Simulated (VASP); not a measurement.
# Ti (P6_3/mmc) in VASP: further runs

The runs below take Ti through single point, relaxation of cell and atoms, with PBEsol.

All numbers are computed with VASP 6.6.1; they aren't measurements. Logs are shortened: lines on timing, memory, paths and dates and some standing lists are left out, and cuts for length are marked.

## (1) The cell of the first run

The structure is hexagonal, space group P6_3/mmc (No. 194). Conventional cell: a = 2.900 Å, b = 2.900 Å, c = 4.591 Å, α = 90.00°, β = 90.00°, γ = 120.00°. Within 3.7 Å of Ti (site symmetry -6m2) lie 12 Ti at 2.84 to 2.90 Å.

## (2) Single point, PBEsol

Input file INCAR:

```
PREC     = Accurate       # precision mode
ENCUT    = 520            # plane-wave cutoff, eV
EDIFF    = 1E-7           # SCF threshold, eV
ISMEAR   = 0              # smearing method
SIGMA    = 0.1            # smearing width, eV
LREAL    = F              # projectors in reciprocal space
LASPH    = T              # aspherical terms in the spheres
NELM     = 80             # most SCF steps
ALGO     = Fast           # electronic algorithm
ISIF     = 2              # what is computed and relaxed
LWAVE    = F              # write WAVECAR
LCHARG   = F              # write CHGCAR
GGA      = PS             # functional
NBANDS   = 19             # bands
```

Input file KPOINTS:

```
regular mesh
0
Gamma
  18 18 10
```

Input file POSCAR:

```
Ti
1.0
    2.9003236906      0.0000000000      0.0000000000
   -1.4501618453      2.5117539952      0.0000000000
    0.0000000000      0.0000000000      4.5910671499
Ti
2
Direct
    0.3333333333      0.6666666667      0.2500000000
    0.6666666667      0.3333333333      0.7500000000
```

Potentials or basis: VASP PAW PBE potentials, release 64 (Ti_sv).

Command:

```bash
cat potpaw_PBE.64/Ti_sv/POTCAR > POTCAR
mpirun -np 1 vasp_std > vasp.out
```

OUTCAR:

```text
PREC = Accurate
   ENCUT = 520
   EDIFF = 1E-7
   ISMEAR = 0
   LREAL = F
   LASPH = T
   NELM = 80
   ISIF = 2
   GGA = PS

 ion  position               nearest neighbor table
   1  0.333  0.667  0.250-   2 2.84   2 2.84   2 2.84   2 2.84   2 2.84   2 2.84
   2  0.667  0.333  0.750-   1 2.84   1 2.84   1 2.84   1 2.84   1 2.84   1 2.84

  LATTYP: Found a hexagonal cell.
 ALAT       =     2.9003236906
 C/A-ratio  =     1.5829499186

  Lattice vectors:

 A1 = (   2.9003236906,   0.0000000000,   0.0000000000)
 A2 = (  -1.4501618453,   2.5117539952,   0.0000000000)
 A3 = (   0.0000000000,   0.0000000000,   4.5910671499)

Analysis of symmetry for initial positions (statically):
=====================================================================
 Subroutine PRICEL returns:
 Original cell was already a primitive cell.

 Routine SETGRP: Setting up the symmetry group for a
 hexagonal supercell.

 Subroutine GETGRP returns: Found 24 space group operations
 (whereof 12 operations were pure point group operations)
 out of a pool of 24 trial point group operations.

The static configuration has the point symmetry D_3d.
 The point group associated with its full space group is D_6h.

Analysis of symmetry for dynamics (positions and initial velocities):
=====================================================================
 Subroutine PRICEL returns:
 Original cell was already a primitive cell.

 Routine SETGRP: Setting up the symmetry group for a
 hexagonal supercell.

 Subroutine GETGRP returns: Found 24 space group operations
 (whereof 12 operations were pure point group operations)
 out of a pool of 24 trial point group operations.

The dynamic configuration has the point symmetry D_3d.
 The point group associated with its full space group is D_6h.

 Subroutine INISYM returns: Found 24 space group operations
 (whereof 12 operations are pure point group operations),
 and found     1 'primitive' translations

----------------------------------------------------------------------------------------

                                     Primitive cell

  volume of cell :      33.4455

  direct lattice vectors                    reciprocal lattice vectors
     2.900323691  0.000000000  0.000000000     0.344789102  0.199064081  0.000000000
    -1.450161845  2.511753995  0.000000000     0.000000000  0.398128161  0.000000000
     0.000000000  0.000000000  4.591067150     0.000000000  0.000000000  0.217814283

  length of vectors
     2.900323691  2.900323691  4.591067150     0.398128161  0.398128161  0.217814283

  position of ions in fractional coordinates (direct lattice)
     0.333333333  0.666666667  0.250000000
     0.666666667  0.333333333  0.750000000

  ion indices of the primitive-cell ions
   primitive index   ion index
                 1           1
                 2           2

----------------------------------------------------------------------------------------

 KPOINTS: regular mesh

Automatic generation of k-mesh.
 Grid dimensions read from file:
 generate k-points for:   18   18   10

 Generating k-lattice:

  Cartesian coordinates                     Fractional coordinates (reciprocal lattice)
     0.019154950  0.011059116  0.000000000     0.055555556 -0.000000000  0.000000000
     0.000000000  0.022118231  0.000000000     0.000000000  0.055555556  0.000000000
     0.000000000  0.000000000  0.021781428     0.000000000  0.000000000  0.100000000

  Length of vectors
     0.022118231  0.022118231  0.021781428

  Shift w.r.t. Gamma in fractional coordinates (k-lattice)
     0.000000000  0.000000000  0.000000000

 Subroutine IBZKPT returns following result:
 ===========================================

 Found    222 irreducible k-points:

 Following reciprocal coordinates:
            Coordinates               Weight
  0.000000  0.000000  0.000000      1.000000
  0.055556  0.000000  0.000000      6.000000
  0.111111  0.000000  0.000000      6.000000
  0.166667  0.000000  0.000000      6.000000
  0.222222  0.000000  0.000000      6.000000
  0.277778 -0.000000  0.000000      6.000000
[... 16 lines left out ...]
  0.333333  0.111111  0.000000     12.000000
  0.388889  0.111111  0.000000     12.000000
 [... further k-points ...]
   k-points           NKPTS =    222   k-points in BZ     NKDIM =    222   number of bands    NBANDS=     19
   number of dos      NEDOS =    301   number of ions     NIONS =      2
   total plane-waves  NPLWV =  20736
   dimension x,y,z NGX =    24 NGY =   24 NGZ =   36
   dimension x,y,z NGXF=    48 NGYF=   48 NGZF=   72
   ions per type =               2
   NGX,Y,Z   is equivalent  to a cutoff of  13.76, 13.76, 13.04 a.u.
   NGXF,Y,Z  is equivalent  to a cutoff of  27.51, 27.51, 26.07 a.u.
 SYSTEM =  unknown system
   PREC   = accura    normal or accurate (medium, high low for compatibility)
   ISTART =      0    job   : 0-new  1-cont  2-samecut
   ICHARG =      2    charge: 1-file 2-atom 10-const
   ISPIN  =      1    spin polarized calculation?
   LNONCOLLINEAR =      F non collinear calculations
   LSORBIT =      F    spin-orbit coupling
   LASPH  =      T    aspherical Exc in radial PAW
   ENCUT  =  520.0 eV  38.22 Ry    6.18 a.u.   5.39  5.39  8.54*2*pi/ulx,y,z
   NELM   =     80;   NELMIN=  2; NELMDL= -5     # of ELM steps
   EDIFF  = 0.1E-06   stopping-criterion for ELM
   LREAL  =      F    real-space projection
   EDIFFG = 0.1E-05   stopping-criterion for IOM
   NSW    =      0    number of steps for IOM
   IBRION =     -1    ionic relax: 0-MD 1-quasi-New 2-CG
   NFREE  =      0    steps in history (QN), initial steepest desc. (CG)
   ISIF   =      2    stress and relaxation
   ISYM   =      2    0-nonsym 1-usesym 2-fastsym
   POTIM  = 0.5000    time-step for ionic-motion
   TEBEG  =    0.0;   TEEND  =   0.0 temperature during run
   PSTRESS=    0.0 pullay stress
   NELECT =      24.0000    total number of electrons
   NUPDOWN=      -1.0000    fix difference up-down
   EMIN   =  10.00;   EMAX   =-10.00  energy-range for DOS
   EFERMI =   0.00;   METHOD = LEGACY
   ISMEAR =     0;   SIGMA  =   0.10  broadening in eV -4-tet -1-fermi 0-gaus
   EFERMI_NEDOS =   21; number of points for ismear=-14 and -15
   IALGO  =     68    algorithm
   IMIX   =      4    mixing-type and parameters
     AMIX     =   0.40;   BMIX     =  1.00
     AMIX_MAG =   1.60;   BMIX_MAG =  1.00
  volume/ion in A,a.u.               =      16.72       112.85
  Fermi-wavevector in a.u.,A,eV,Ry     =   1.465659  2.769693 29.227427  2.148155
  Thomas-Fermi vector in A             =   2.581489
   LORBIT       =      0    0 simple, 1 ext, 2 COOP (PROOUT), +10 PAW based schemes
   GGA     = PS    functional components
   LHFCALC =     F    Hartree Fock is set to
   AEXX    =    0.0000 exact exchange contribution
   IVDW    =     0    specifies the selected vdW correction
   LEPSILON=     F    determine dielectric tensor
   LRPA    =     F    only Hartree local field effects (RPA)
 non-spin polarized calculation
 RMM-DIIS sequential band-by-band and
 Gauss-broadening in eV      SIGMA  =   0.10
  energy-cutoff  :      520.00
  volume of cell :       33.45
 maximum number of plane-waves:       929
 NGX is ok and might be reduce to    24
   NGX = 11   NGY = 11   NGZ = 17

 number of electron      23.9999999 magnetization

 Free energy of the ion-electron system (eV)
  ---------------------------------------------------
  ext. energy  EPLUGINS =         0.00000000
  ---------------------------------------------------
  free energy    TOTEN  =       -16.68404358 eV

  energy without entropy =      -16.67485929  energy(sigma->0) =      -16.67945144

 E-fermi :   8.6215     XC(G=0): -11.8177

 val. band max:        8.6085834073   @ k =   0.0000   0.0000   0.4000
 cond. band min:       8.6274436148   @ k =   0.2778   0.2778   0.4000
 fundamental gap:      0.0188602075
 Fermi energy:         8.6215200553

 k-point     1 :       0.0000    0.0000    0.0000
  band No.  band energies     occupation
      1     -47.9536      2.00000
      2     -47.7906      2.00000
      3     -24.6927      2.00000
      4     -23.9599      2.00000
      5     -23.9599      2.00000
      6     -23.8799      2.00000
[... 11 lines left out ...]
     18      10.2946      0.00000
     19      11.9192      0.00000

 k-point     2 :       0.0556    0.0000    0.0000
  band No.  band energies     occupation
      1     -47.9500      2.00000
      2     -47.7892      2.00000
      3     -24.6849      2.00000
      4     -23.9760      2.00000
      5     -23.9653      2.00000
      6     -23.8832      2.00000
[... 11 lines left out ...]
     18      10.2421      0.00000
     19      11.9482      0.00000

 k-point     3 :       0.1111    0.0000    0.0000
  band No.  band energies     occupation
      1     -47.9394      2.00000
      2     -47.7851      2.00000
      3     -24.6619      2.00000
      4     -24.0225      2.00000
      5     -23.9806      2.00000
      6     -23.9099      2.00000
[... 11 lines left out ...]
     18      10.1623      0.00000
     19      12.0206      0.00000

 k-point     4 :       0.1667    0.0000    0.0000
  band No.  band energies     occupation
      1     -47.9230      2.00000
      2     -47.7792      2.00000
      3     -24.6253      2.00000
      4     -24.0941      2.00000
      5     -24.0034      2.00000
      6     -23.9819      2.00000
[... 11 lines left out ...]
     18      10.4313      0.00000
     19      12.1093      0.00000

 k-point     5 :       0.2222    0.0000    0.0000
  band No.  band energies     occupation
      1     -47.9021      2.00000
      2     -47.7724      2.00000
      3     -24.5774      2.00000
      4     -24.1826      2.00000
      5     -24.0680      2.00000
      6     -24.0305      2.00000
[... 11 lines left out ...]
     18      10.7795      0.00000
     19      12.1931      0.00000

 k-point     6 :       0.2778   -0.0000    0.0000
  band No.  band energies     occupation
      1     -47.8789      2.00000
      2     -47.7662      2.00000
      3     -24.5215      2.00000
      4     -24.2773      2.00000
      5     -24.1571      2.00000
      6     -24.0586      2.00000
[... 11 lines left out ...]
     18      11.1773      0.00000
     19      12.2617      0.00000

 k-point     7 :       0.3333    0.0000    0.0000
  band No.  band energies     occupation
      1     -47.8555      2.00000
      2     -47.7618      2.00000
      3     -24.4619      2.00000
      4     -24.3666      2.00000
      5     -24.2388      2.00000
      6     -24.0844      2.00000
[... 11 lines left out ...]
     18      11.5873      0.00000
     19      12.3123      0.00000

 k-point     8 :       0.3889    0.0000    0.0000
  band No.  band energies     occupation
      1     -47.8348      2.00000
      2     -47.7599      2.00000
      3     -24.4394      2.00000
      4     -24.4046      2.00000
      5     -24.3041      2.00000
      6     -24.1051      2.00000
[... 256 lines left out ...]
 k-point    20 :       0.1667    0.1111    0.0000
  band No.  band energies     occupation
      1     -47.8937      2.00000
      2     -47.7700      2.00000
      3     -24.5577      2.00000
      4     -24.1874      2.00000
      5     -24.1397      2.00000
      6     -24.0121      2.00000
[... 11 lines left out ...]
     18      11.0785      0.00000
     19      12.1638      0.00000

 k-point    21 :       0.2222    0.1111    0.0000
  band No.  band energies     occupation
      1     -47.8715      2.00000
      2     -47.7646      2.00000
      3     -24.5032      2.00000
      4     -24.2734      2.00000
      5     -24.2034      2.00000
      6     -24.0548      2.00000
[... 11 lines left out ...]
     18      11.5390      0.00000
     19      12.2073      0.00000

 k-point    22 :       0.2778    0.1111    0.0000
  band No.  band energies     occupation
      1     -47.8491      2.00000
      2     -47.7609      2.00000
      3     -24.4448      2.00000
      4     -24.3568      2.00000
      5     -24.2592      2.00000
      6     -24.0956      2.00000
[... 11 lines left out ...]
     18      12.0356      0.00000
     19      12.2407      0.00000

 k-point    23 :       0.3333    0.1111    0.0000
  band No.  band energies     occupation
      1     -47.8290      2.00000
      2     -47.7597      2.00000
      3     -24.4248      2.00000
      4     -24.3880      2.00000
      5     -24.3039      2.00000
      6     -24.1287      2.00000
[... 11 lines left out ...]
     18      12.2631      0.00000
     19      12.5488      0.00000

 k-point    24 :       0.3889    0.1111    0.0000
  band No.  band energies     occupation
      1     -47.8140      2.00000
      2     -47.7606      2.00000
      3     -24.4691      2.00000
      4     -24.3422      2.00000
      5     -24.3331      2.00000
      6     -24.1500      2.00000
[... 11 lines left out ...]
     18      12.2756      0.00000
     19      13.0651      0.00000

 [... further k-points ...]
[... 5 lines left out ...]
  --------------------------------------------------------------------------------------
  -------------------------------------------------------------------------------------
  Total       -0.0649413     -0.0649413     -0.0707079      0.0000000      0.0000000      0.0000000
  in kB       -3.1109575     -3.1109575     -3.3872021      0.0000000      0.0000000      0.0000000
  external PRESSURE =      -3.2030390 kB  Pullay stress =       0.0000000 kB

 VOLUME and BASIS-vectors are now :
 -----------------------------------------------------------------------------
  energy-cutoff  :      520.00
  volume of cell :       33.45
      direct lattice vectors                 reciprocal lattice vectors
     2.900323691  0.000000000  0.000000000     0.344789102  0.199064081  0.000000000
    -1.450161845  2.511753995  0.000000000     0.000000000  0.398128161  0.000000000
     0.000000000  0.000000000  4.591067150     0.000000000  0.000000000  0.217814283

 POSITION                                       TOTAL-FORCE (eV/Angst)
 -----------------------------------------------------------------------------------
     -0.00000      1.67450      1.14777        -0.000000      0.000000      0.000000
      1.45016      0.83725      3.44330         0.000000     -0.000000      0.000000
 -----------------------------------------------------------------------------------
    total drift:                               -0.000000      0.000000     -0.000000

  FREE ENERGIE OF THE ION-ELECTRON SYSTEM (eV)
  ---------------------------------------------------
  free  energy   TOTEN  =       -16.6840435850 eV

  energy  without entropy=      -16.6748592925  energy(sigma->0) =      -16.67945144
```

Run time: 3 min. Hardware: 1 thread of Intel Xeon 6975P-C (Granite Rapids), shared host; peak memory 0.24 GiB.

Results:

```
Free energy            : -16.6840 eV
Pressure               : -0.3 GPa
Band gap on the k mesh : zero (band 12 reaches 9.41 eV, above the bottom of band 13 at 8.29 eV)
```

Caveat: the PAW data sets were made with another functional, which shifts forces and pressure a little.

(Part 1 of 2 ends here.)
